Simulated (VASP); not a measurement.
Al3GaN4, 8 atoms in the cell. The structure is monoclinic, space group Pm (No. 6). The conventional cell has a = 4.640 Å, b = 2.880 Å, c = 4.985 Å, α = 90.00°, β = 90.03°, γ = 90.00°. Within 2.3 Å of Al (site symmetry m) lie 4 N at 1.73 to 1.75 Å. Within 2.3 Å of Al (site symmetry m) lie 4 N at 1.74 to 1.75 Å. Within 2.3 Å of Al (site symmetry m) lie 4 N at 1.74 to 1.75 Å. Ga (site symmetry m) has 4 N at 1.78 to 1.80 Å within 2.4 Å. Within 2.3 Å of N (site symmetry m) lie 3 Al at 1.74 Å and 1 Ga at 1.80 Å. N (site symmetry m) has 4 Al at 1.75 Å within 2.3 Å. Within 2.3 Å of N (site symmetry m) lie 2 Al at 1.73 to 1.74 Å and 2 Ga at 1.78 Å. Within 2.3 Å of N (site symmetry m) lie 3 Al at 1.74 to 1.75 Å and 1 Ga at 1.79 Å.  This cell differs from its parent crystal: strain -0.080 along x and y, -0.080 along z.

```yaml
Program: VASP 6.6.1
Task: single point
Functional: PBEsol
Potentials_or_basis: VASP PAW PBE potentials, release 64 (Al, Ga_d, N_h)
Cutoff: 1330 eV
k_mesh: 6 × 8 × 4
Occupations: gaussian, width 0.05 eV
Spin: no spin polarisation
Dipole_correction: no
Further_INCAR_settings: ALGO = Normal; EDIFF = 1e-06; NBANDS = 31
```

Potentials or basis: VASP PAW PBE potentials, release 64 (Al, Ga_d, N_h).

The run is started by

```bash
$ cat potpaw_PBE.64/Al/POTCAR potpaw_PBE.64/Ga_d/POTCAR potpaw_PBE.64/N_h/POTCAR > POTCAR
$ mpirun -np 1 vasp_std > vasp.out
```

Hardware: 1 thread of Intel(R) Xeon(R) Platinum 8488C (Sapphire Rapids), with other jobs on the host.

Estimate the wall time of this run.

Wall time 6.1 min on 1 thread of Intel(R) Xeon(R) Platinum 8488C (Sapphire Rapids), with other jobs on the host, peak memory 0.71 GiB. Counts: scf iterations 14, k points 70.
